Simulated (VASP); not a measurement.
# Si3N4 in VASP: further runs

Runs on Si3N4. Level: PBE. Tasks: single point.

All numbers are computed with VASP 6.6.1; they aren't measurements. Logs are shortened: lines on timing, memory, paths and dates and some standing lists are left out, and cuts for length are marked.

### 1 The cell of the first run

The typed cell holds 14 atoms: a = 7.595 Å, b = 7.595 Å, c = 2.902 Å, α = 90.00°, β = 90.00°, γ = 120.00°.

### 2 Single point, PBE

INCAR reads:

```
SYSTEM = Si3N4
ALGO = Normal
EDIFF = 1E-6
ENCUT = 520
GGA = PE
ISIF = 2
ISMEAR = -1
LASPH = .True.
LCHARG = .False.
LREAL = .False.
LWAVE = .False.
NBANDS = 45
NELM = 100
PREC = Accurate
SIGMA = 0.02
```

KPOINTS reads:

```
k-points
0
Gamma
  4 4 10
  0 0 0
```

POSCAR reads:

```
Si3N4
1.0
    7.5950000000      0.0000000000      0.0000000000
   -3.7975000000      6.5774629417      0.0000000000
    0.0000000000      0.0000000000      2.9023000000
Si N
6 8
Direct
    0.7673199111      0.1735618873      0.3256358183
    0.5937580238      0.7673199111      0.8256358183
    0.8264381127      0.5937580238      0.3256358183
    0.2326800889      0.8264381127      0.8256358183
    0.4062419762      0.2326800889      0.3256358183
    0.1735618873      0.4062419762      0.8256358183
    0.0293608826      0.3297475828      0.3256531520
    0.6996132998      0.0293608826      0.8256531520
    0.6702524172      0.6996132998      0.3256531520
    0.9706391174      0.6702524172      0.8256531520
    0.3003867002      0.9706391174      0.3256531520
    0.3297475828      0.3003867002      0.8256531520
    0.3333333333      0.6666666667     -0.1744669108
    0.6666666667      0.3333333333      0.3255330892
```

Potentials or basis: VASP PAW PBE potentials, release 64 (Si, N).

Launch:

```
cat potpaw_PBE.64/Si/POTCAR potpaw_PBE.64/N/POTCAR > POTCAR
mpirun -np 1 vasp_std > vasp.out
```

OUTCAR:

```text
SYSTEM = Si3N4
   EDIFF = 1E-6
   ENCUT = 520
   GGA = PE
   ISIF = 2
   ISMEAR = -1
   LASPH = .True.
   LREAL = .False.
   NELM = 100
   PREC = Accurate

 ion  position               nearest neighbor table
   1  0.767  0.174  0.326-  14 1.73   8 1.73   8 1.73   7 1.73   3 2.99   5 2.99   2 3.05   2 3.05
                             6 3.05   6 3.05
   2  0.594  0.767  0.826-  13 1.73   9 1.73   9 1.73   8 1.73   6 2.99   4 2.99   1 3.05   1 3.05
                             3 3.05   3 3.05
   3  0.826  0.594  0.326-  14 1.73  10 1.73  10 1.73   9 1.73   1 2.99   5 2.99   4 3.05   4 3.05
                             2 3.05   2 3.05
   4  0.233  0.826  0.826-  13 1.73  11 1.73  11 1.73  10 1.73   6 2.99   2 2.99   5 3.05   5 3.05
                             3 3.05   3 3.05
   5  0.406  0.233  0.326-  14 1.73  12 1.73  12 1.73  11 1.73   3 2.99   1 2.99   4 3.05   4 3.05
                             6 3.05   6 3.05
   6  0.174  0.406  0.826-  13 1.73   7 1.73   7 1.73  12 1.73   4 2.99   2 2.99   1 3.05   1 3.05
                             5 3.05   5 3.05
   7  0.029  0.330  0.326-   6 1.73   6 1.73   1 1.73
   8  0.700  0.029  0.826-   1 1.73   1 1.73   2 1.73
   9  0.670  0.700  0.326-   2 1.73   2 1.73   3 1.73
  10  0.971  0.670  0.826-   3 1.73   3 1.73   4 1.73
  11  0.300  0.971  0.326-   4 1.73   4 1.73   5 1.73
  12  0.330  0.300  0.826-   5 1.73   5 1.73   6 1.73
  13  0.333  0.667  0.826-   4 1.73   6 1.73   2 1.73
  14  0.667  0.333  0.326-   1 1.73   3 1.73   5 1.73

  LATTYP: Found a hexagonal cell.
 ALAT       =     7.5950000000
 C/A-ratio  =     0.3821329822

  Lattice vectors:

 A1 = (   7.5950000000,   0.0000000000,   0.0000000000)
 A2 = (  -3.7975000000,   6.5774629417,   0.0000000000)
 A3 = (   0.0000000000,   0.0000000000,   2.9023000000)

Analysis of symmetry for initial positions (statically):
=====================================================================
 Subroutine PRICEL returns:
 Original cell was already a primitive cell.

 Routine SETGRP: Setting up the symmetry group for a
 hexagonal supercell.

 Subroutine GETGRP returns: Found  6 space group operations
 (whereof  3 operations were pure point group operations)
 out of a pool of 24 trial point group operations.

The static configuration has the point symmetry C_3 .
 The point group associated with its full space group is C_6 .

Analysis of symmetry for dynamics (positions and initial velocities):
=====================================================================
 Subroutine PRICEL returns:
[... 143 lines left out ...]
   PSTRESS=    0.0 pullay stress
   NELECT =      64.0000    total number of electrons
   NUPDOWN=      -1.0000    fix difference up-down
   EMIN   =  10.00;   EMAX   =-10.00  energy-range for DOS
   EFERMI =   0.00;   METHOD = LEGACY
   ISMEAR =    -1;   SIGMA  =   0.02  broadening in eV -4-tet -1-fermi 0-gaus
   EFERMI_NEDOS =   21; number of points for ismear=-14 and -15
   IALGO  =     38    algorithm
   IMIX   =      4    mixing-type and parameters
     AMIX     =   0.40;   BMIX     =  1.00
     AMIX_MAG =   1.60;   BMIX_MAG =  1.00
  volume/ion in A,a.u.               =      10.36        69.89
  Fermi-wavevector in a.u.,A,eV,Ry     =   1.246499  2.355542 21.140191  1.553760
  Thomas-Fermi vector in A             =   2.380674
   LORBIT       =      0    0 simple, 1 ext, 2 COOP (PROOUT), +10 PAW based schemes
   GGA     = PE    functional components
[... 5 lines left out ...]
 non-spin polarized calculation
  energy-cutoff  :      520.00
  volume of cell :      144.99
 maximum number of plane-waves:      3965
   NGX = 29   NGY = 29   NGZ = 11

 number of electron      64.0000003 magnetization

 Free energy of the ion-electron system (eV)
  ---------------------------------------------------
  ext. energy  EPLUGINS =         0.00000000
  ---------------------------------------------------
  free energy    TOTEN  =      -114.47229882 eV

  energy without entropy =     -114.47229882  energy(sigma->0) =     -114.47229882

 E-fermi :   7.2751     XC(G=0): -10.8263

 val. band max:        6.8074882287   @ k =   0.0000   0.0000   0.2000
 cond. band min:      11.1538529803   @ k =   0.0000   0.0000   0.0000
 fundamental gap:      4.3463647516
 Fermi energy:         7.2751040701

 k-point     1 :       0.0000    0.0000    0.0000
  band No.  band energies     occupation
      1     -11.4429      2.00000
      2      -9.9691      2.00000
      3      -9.9691      2.00000
      4      -9.3295      2.00000
      5      -9.2016      2.00000
      6      -9.2016      2.00000
[... 1117 lines left out ...]
     43      14.4570      0.00000
     44      14.4570      0.00000
 [bands above 44 left out]

------------------------ aborting loop because EDIFF is reached ----------------------------------------

  FORCE on cell =-STRESS in cart. coord.  units (eV):
  Direction    XX          YY          ZZ          XY          YZ          ZX
  --------------------------------------------------------------------------------------
  -------------------------------------------------------------------------------------
  Total        5.5708568      5.5708568      5.5774940     -0.0000000      0.0000000      0.0000000
  in kB       61.5607764     61.5607764     61.6341204     -0.0000004      0.0000000      0.0000000
  external PRESSURE =      61.5852244 kB  Pullay stress =       0.0000000 kB

 VOLUME and BASIS-vectors are now :
 -----------------------------------------------------------------------------
  energy-cutoff  :      520.00
  volume of cell :      144.99
      direct lattice vectors                 reciprocal lattice vectors
     7.595000000  0.000000000  0.000000000     0.131665569  0.076017152  0.000000000
    -3.797500000  6.577462942  0.000000000     0.000000000  0.152034304  0.000000000
     0.000000000  0.000000000  2.902300000     0.000000000  0.000000000  0.344554319

 POSITION                                       TOTAL-FORCE (eV/Angst)
 -----------------------------------------------------------------------------------
      5.16869      1.14160      0.94509         0.009392     -0.006394      0.000795
      1.59569      5.04702      2.39624         0.010234      0.004937      0.000795
      4.02200      3.90542      0.94509         0.000841      0.011331      0.000795
     -1.37119      5.43587      2.39624        -0.009392      0.006394      0.000795
      2.20181      1.53044      0.94509        -0.010234     -0.004937      0.000795
     -0.22450      2.67204      2.39624        -0.000841     -0.011331      0.000795
     -1.02922      2.16890      0.94514         0.005295     -0.007291     -0.001380
      5.20207      0.19312      2.39629         0.008962      0.000940     -0.001380
      2.43379      4.60168      0.94514         0.003667      0.008231     -0.001380
      4.82672      4.40856      2.39629        -0.005295      0.007291     -0.001380
     -1.40457      6.38434      0.94514        -0.008962     -0.000940     -0.001380
      1.36371      1.97578      2.39629        -0.003667     -0.008231     -0.001380
     -0.00000      4.38498      2.39594         0.000000     -0.000000      0.001753
      3.79750      2.19249      0.94479         0.000000     -0.000000      0.001753
 -----------------------------------------------------------------------------------
    total drift:                                0.000000      0.000000     -0.000672

  FREE ENERGIE OF THE ION-ELECTRON SYSTEM (eV)
  ---------------------------------------------------
  free  energy   TOTEN  =      -114.4722988191 eV

  energy  without entropy=     -114.4722988191  energy(sigma->0) =     -114.47229882
```

Wall time 2.4 min (1 thread of Intel Xeon Platinum 8259CL at 2.50GHz (Skylake/Cascade Lake), shared host); peak memory 0.31 GiB.

Results:

- Free energy: -114.4723 eV
- Pressure: 6.2 GPa
- Largest force: 0.011 eV/Å
- Band gap on the k mesh: 4.35 eV (least direct gap 4.54 eV)

Forces on the atoms (eV/Å):
```
Si   0.009 -0.006  0.001
Si   0.010  0.005  0.001
Si   0.001  0.011  0.001
Si  -0.009  0.006  0.001
Si  -0.010 -0.005  0.001
Si  -0.001 -0.011  0.001
N    0.005 -0.007 -0.001
N    0.009  0.001 -0.001
N    0.004  0.008 -0.001
N   -0.005  0.007 -0.001
N   -0.009 -0.001 -0.001
N   -0.004 -0.008 -0.001
N    0.000  0.000  0.002
N    0.000  0.000  0.002
```

Levels at points of the mesh, in eV from the valence-band top:
```
           k point  band 30  band 31  band 32  band 33  band 34  band 35
(0.00, 0.00, 0.00)    -0.46    -0.38    -0.19     4.35     4.80     4.94
(0.50, 0.00, 0.00)    -0.77    -0.33    -0.25     4.66     4.75     4.90
(0.00, 0.00, 0.50)    -1.62    -1.36    -1.36     4.74     4.74     4.74
(0.50, 0.00, 0.50)    -1.50    -1.06    -1.06     4.82     4.82     5.89
```

Caveat: the cell stands under pressure.

### 3 Single point, PBE (z stretched by +1 %, then relaxed in part)

INCAR reads:

```
SYSTEM = Si3N4
PREC = Accurate
ENCUT = 520
EDIFF = 1E-7
ISMEAR = -1
SIGMA = 0.02
LREAL = .False.
LASPH = .True.
NELM = 60
ALGO = Normal
ISIF = 2
LWAVE = .False.
LCHARG = .False.
GGA = PE
NBANDS = 45
```

KPOINTS reads:

```
regular mesh
0
Gamma
  4 4 10
  0 0 0
```

POSCAR reads:

```
Si3N4
1.0
    7.5950000000      0.0000000000      0.0000000000
   -3.7975000000      6.5774629417      0.0000000000
    0.0000000000      0.0000000000      2.9313230000
Si N
6 8
Direct
    0.7681671714      0.1738969590      0.3256297327
    0.5942702124      0.7681671714      0.8256297327
    0.8261030410      0.5942702124      0.3256297327
    0.2318328286      0.8261030410      0.8256297327
    0.4057297876      0.2318328286      0.3256297327
    0.1738969590      0.4057297876      0.8256297327
    0.0306297627      0.3298008948      0.3256314874
    0.7008288678      0.0306297627      0.8256314874
    0.6701991052      0.7008288678      0.3256314874
    0.9693702373      0.6701991052      0.8256314874
    0.2991711322      0.9693702373      0.3256314874
    0.3298008948      0.2991711322      0.8256314874
    0.3333333333      0.6666666667     -0.1743836600
    0.6666666667      0.3333333333      0.3256163400
```

Potentials or basis: VASP PAW PBE potentials, release 64 (Si, N).

Launch:

```
cat potpaw_PBE.64/Si/POTCAR potpaw_PBE.64/N/POTCAR > POTCAR
mpirun -np 1 vasp_std > vasp.out
```

Run time: 2.5 min. Hardware: 1 thread of Intel Xeon Platinum 8259CL at 2.50GHz (Skylake/Cascade Lake), shared host; peak memory 0.32 GiB.

The run converged. Its results:

| Quantity | Value |
| --- | --- |
| Free energy | -114.5048 eV |
| Pressure | 3.6 GPa |
| Largest force | 0.013 eV/Å |
| Band gap on the k mesh | 4.14 eV (least direct gap 4.40 eV) |

Forces in eV/Å, atoms in the order of the input:
```
Si  -0.005 -0.012  0.000
Si   0.008 -0.010  0.000
Si   0.013  0.002  0.000
Si   0.005  0.012  0.000
Si  -0.008  0.010  0.000
Si  -0.013 -0.002  0.000
N    0.009  0.002  0.000
N    0.003  0.009  0.000
N   -0.006  0.007  0.000
N   -0.009 -0.002  0.000
N   -0.003 -0.009  0.000
N    0.006 -0.007  0.000
N    0.000  0.000  0.000
N    0.000  0.000  0.000
```

Stress tensor (GPa, compression positive):
```
4.96 0.00 0.00
0.00 4.96 0.00
0.00 0.00 0.77
```

Levels at points of the mesh, in eV from the valence-band top:
```
           k point  band 30  band 31  band 32  band 33  band 34  band 35
(0.00, 0.00, 0.00)    -0.53    -0.38    -0.26     4.14     4.65     4.75
(0.50, 0.00, 0.00)    -0.76    -0.39    -0.32     4.51     4.55     4.69
(0.00, 0.00, 0.50)    -1.62    -1.33    -1.33     4.75     4.75     4.75
(0.50, 0.00, 0.50)    -1.50    -1.04    -1.04     4.85     4.85     5.86
```

Caveat: the cell differs from its parent crystal (z stretched by +1 %, then relaxed in part); the cell stands under pressure. A k mesh can miss the band edges.

### 4 Single point, PBE (10.56 Å³/atom)

This run uses another cell than the first one, of 10.56 Å³/atom.

INCAR reads:

```
SYSTEM = Si3N4
ALGO     = Normal         ! electronic algorithm
EDIFF    = 1E-6           ! SCF threshold, eV
ENCUT    = 520            ! plane-wave cutoff, eV
GGA      = PE             ! functional
ISIF     = 2              ! what is computed and relaxed
ISMEAR   = -1             ! smearing method
LASPH    = .True.         ! aspherical terms in the spheres
LCHARG   = .False.        ! write CHGCAR
LREAL    = .False.        ! projectors in reciprocal space
LWAVE    = .False.        ! write WAVECAR
NBANDS   = 45             ! bands
NELM     = 80             ! most SCF steps
PREC     = Accurate       ! precision mode
SIGMA    = 0.02           ! smearing width, eV
```

KPOINTS reads:

```
k-points
0
Gamma
  4 4 10
  0 0 0
```

POSCAR reads:

```
Si3N4
1.0
    7.6452994791      0.0000000000      0.0000000000
   -3.8226497395      6.6210235684      0.0000000000
    0.0000000000      0.0000000000      2.9215210900
Si N
6 8
Direct
    0.7679950627      0.1741715582      0.3256323271
    0.5938235045      0.7679950627      0.8256323271
    0.8258284418      0.5938235045      0.3256323271
    0.2320049373      0.8258284418      0.8256323271
    0.4061764955      0.2320049373      0.3256323271
    0.1741715582      0.4061764955      0.8256323271
    0.0300648567      0.3298733593      0.3256443402
    0.7001914974      0.0300648567      0.8256443402
    0.6701266407      0.7001914974      0.3256443402
    0.9699351433      0.6701266407      0.8256443402
    0.2998085026      0.9699351433      0.3256443402
    0.3298733593      0.2998085026      0.8256443402
    0.3333333333      0.6666666667     -0.1744300020
    0.6666666667      0.3333333333      0.3255699980
```

Launch:

```
cat potpaw_PBE.64/Si/POTCAR potpaw_PBE.64/N/POTCAR > POTCAR
mpirun -np 1 vasp_std > vasp.out
```

Wall time 2.9 min (1 thread of Intel Xeon Platinum 8259CL at 2.50GHz (Skylake/Cascade Lake), shared host); peak memory 0.32 GiB.

It converged, with:

```
Free energy            : -114.5405 eV
Pressure               : 1.2 GPa
Largest force          : 0.023 eV/Å
Band gap on the k mesh : 4.27 eV (least direct gap 4.46 eV)
```

Forces on the atoms (eV/Å):
```
Si   0.015  0.017  0.001
Si  -0.007  0.022  0.001
Si  -0.022  0.005  0.001
Si  -0.015 -0.017  0.001
Si   0.007 -0.022  0.001
Si   0.022 -0.005  0.001
N    0.004 -0.009 -0.001
N    0.009 -0.001 -0.001
N    0.006  0.008 -0.001
N   -0.004  0.009 -0.001
N   -0.009  0.001 -0.001
N   -0.006 -0.008 -0.001
N    0.000  0.000  0.001
N    0.000  0.000  0.001
```

Stress tensor (GPa, compression positive):
```
1.26 0.00 0.00
0.00 1.26 0.00
0.00 0.00 1.01
```

Levels at points of the mesh, in eV from the valence-band top:
| k point | band 30 | band 31 | band 32 | band 33 | band 34 | band 35 |
| --- | --- | --- | --- | --- | --- | --- |
| (0.00, 0.00, 0.00) | -0.45 | -0.38 | -0.19 | 4.27 | 4.64 | 4.82 |
| (0.50, 0.00, 0.00) | -0.76 | -0.32 | -0.25 | 4.55 | 4.65 | 4.80 |
| (0.00, 0.00, 0.50) | -1.59 | -1.32 | -1.32 | 4.67 | 4.67 | 4.67 |
| (0.50, 0.00, 0.50) | -1.47 | -1.03 | -1.03 | 4.73 | 4.73 | 5.80 |

A k mesh can miss the band edges.

[end of part 1 of 2]
